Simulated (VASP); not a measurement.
Wanted: the native input for a VASP 6.6.1 run.

```
Task                   : single point
Functional             : PBE
Potentials or basis    : VASP PAW PBE potentials, release 64 (Si, C)
Cutoff                 : 520 eV
k mesh                 : 12 × 12 × 12
Occupations            : gaussian, width 0.05 eV
Spin                   : no spin polarisation
Dipole correction      : no
Further INCAR settings : ALGO = Normal; EDIFF = 1e-07; NBANDS = 11
```

The structure of SiC lies in POSCAR:

```
SiC
1.0
    0.0000000000      2.2385181188      2.2385181188
    2.2385181188      0.0000000000      2.2385181188
    2.1991201999      2.1991201999      0.0393979189
Si C
1 1
Direct
    0.0000000000      0.0000000000      0.0000000000
    0.7500000000      0.7500000000      0.7500000000
```

These files were run (other wordings do the same):

INCAR

```
PREC = Accurate ; ENCUT = 520
EDIFF = 1E-7 ; ISMEAR = 0
SIGMA = 0.05 ; LREAL = False
LASPH = True ; NELM = 80
ALGO = Normal ; ISIF = 2
LWAVE = False ; LCHARG = False
GGA = PE ; NBANDS = 11
```

KPOINTS

```
regular mesh
0
Gamma
  12 12 12
```

Potentials or basis: VASP PAW PBE potentials, release 64 (Si, C).

Run with:

```console
$ cat potpaw_PBE.64/Si/POTCAR potpaw_PBE.64/C/POTCAR > POTCAR
$ mpirun -np 1 vasp_std > vasp.out
```

Results of the run:

```yaml
Pressure: -7.5 GPa
Largest_force: 0.207 eV/Å
Band_gap_on_the_k_mesh: 1.31 eV, indirect (least direct gap 4.34 eV)
```

Run time: 55 s on 1 thread of Intel Xeon 6975P-C (shared host), peak memory 0.16 GiB.
